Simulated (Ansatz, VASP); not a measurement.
**CsGd: VASP beside Ansatz**

INCAR

```
SYSTEM = CsGd
ALGO = Normal
EDIFF = 1E-6
ENCUT = 520
GGA = PE
ISIF = 2
ISMEAR = 0
ISPIN = 2
LASPH = .TRUE.
LCHARG = .TRUE.
LELF = .TRUE.
LMAXMIX = 6
LORBIT = 11
LREAL = .FALSE.
LVHAR = .TRUE.
LWAVE = .FALSE.
MAGMOM = 0 7
NBANDS = 24
NELM = 150
PREC = Accurate
SIGMA = 0.1
```

File KPOINTS:

```
k-points
0
G
  4 4 4
  0 0 0
```

File POSCAR:

```
CsGd
1.0
    4.3374532400      0.0000000000      0.0000000000
    0.0000000000      4.3374532400      0.0000000000
    0.0000000000      0.0000000000      4.3374532400
Cs Gd
1 1
Direct
    0.0000000000      0.0000000000      0.0000000000
    0.5000000000      0.5000000000      0.5000000000
```

Input for Ansatz:

```yaml
crystal:
  lattice:
    - [4.33745324, 0.0, 0.0]
    - [0.0, 4.33745324, 0.0]
    - [0.0, 0.0, 4.33745324]
  atoms:
    - { symbol: Cs, position: [0.0, 0.0, 0.0] }
    - { symbol: Gd, position: [0.5, 0.5, 0.5], spin: 7.0 }
basis:
  ecutwfc: 420
kpoints:
  mp_grid: { grid: [4, 4, 4] }
hamiltonian:
  xc: pbe
scf:
  occupations: { method: gaussian, width: 0.1 }
  lower_state_search: "off"
output:
  forces: true
  stress: true
  eigenvalues: true
  populations: true
magnetization:
  spin_polarized: true
```

Change from the starting cell: species swapped into the ErIn type (Pm-3m, No. 221).

Alike in both runs: task single point; functional PBE; k mesh 4 × 4 × 4; occupations gaussian, width 0.1 eV; collinear spin.

|  | VASP | Ansatz |
| --- | --- | --- |
| version | VASP 6.6.1 | Ansatz 0.2.0 |
| potentials or method | VASP PAW PBE potentials, release 64 (Cs_sv, Gd), cutoff 520 eV | scalar-relativistic, plane waves, PAW |
| valence electrons in the cell | 27 | 27 |

```tsv
	VASP	Ansatz	Ansatz less VASP
gap on the k mesh at the Fermi level (eV)	none	none	-
pressure (GPa)	3.2	3.1	-0.12
net moment per atom (μB)	4.07	4.08	+0.004
size of the moment on the site where the two differ most (μB)	6.98	7.43	+0.449
```

Site moments also hang on the region over which each program counts them. A gap of «none» marks a metal or a gap that the smearing closes.

The k mesh is coarse, so the values compare programs but aren't converged. Neither program's run includes spin-orbit coupling.
